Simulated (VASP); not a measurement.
Here is a VASP 6.6.1 calculation.

The input INCAR:

```
SYSTEM = Ag
PREC     = Accurate       ! precision mode
ENCUT    = 520            ! plane-wave cutoff, eV
EDIFF    = 1E-7           ! SCF threshold, eV
ISMEAR   = 0              ! smearing method
SIGMA    = 0.15           ! smearing width, eV
LREAL    = .FALSE.        ! projectors in reciprocal space
LASPH    = .TRUE.         ! aspherical terms in the spheres
NELM     = 80             ! most SCF steps
ALGO     = Fast           ! electronic algorithm
ISIF     = 2              ! what is computed and relaxed
LWAVE    = .FALSE.        ! write WAVECAR
LCHARG   = .FALSE.        ! write CHGCAR
GGA      = PS             ! functional
NBANDS   = 18             ! bands
```

KPOINTS

```
Automatic mesh
0
G
  18 18 10
  0 0 0
```

File POSCAR:

```
Ag
1.0
    2.8127981572      0.0000000000      0.0000000000
   -1.4063990786      2.6389508815      0.0000000000
    0.0000000000      0.0000000000      4.7900000000
Ag
2
Direct
    0.3333333333      0.6666666667      0.2500000000
    0.6666666667      0.3333333333      0.7500000000
```

Potentials or basis: VASP PAW PBE potentials, release 64 (Ag).

Command:

```bash
$ cat potpaw_PBE.64/Ag/POTCAR > POTCAR
$ mpirun -np 1 vasp_std > vasp.out
```

Q: Predict the pressure.

A: -5.9 GPa.

Q: Predict the largest force.

A: 0.076 eV/Å.

Stress tensor (GPa, compression positive):
```
-3.23  0.00  0.00
 0.00 -8.79  0.00
 0.00  0.00 -5.82
```

Caveat: the cell differs from its parent crystal (strain -0.0400 x Voigt [1, -1, 0, 0, 0, 0]); the cell stands under tension; the PAW data sets were made with another functional, which shifts forces and pressure a little.
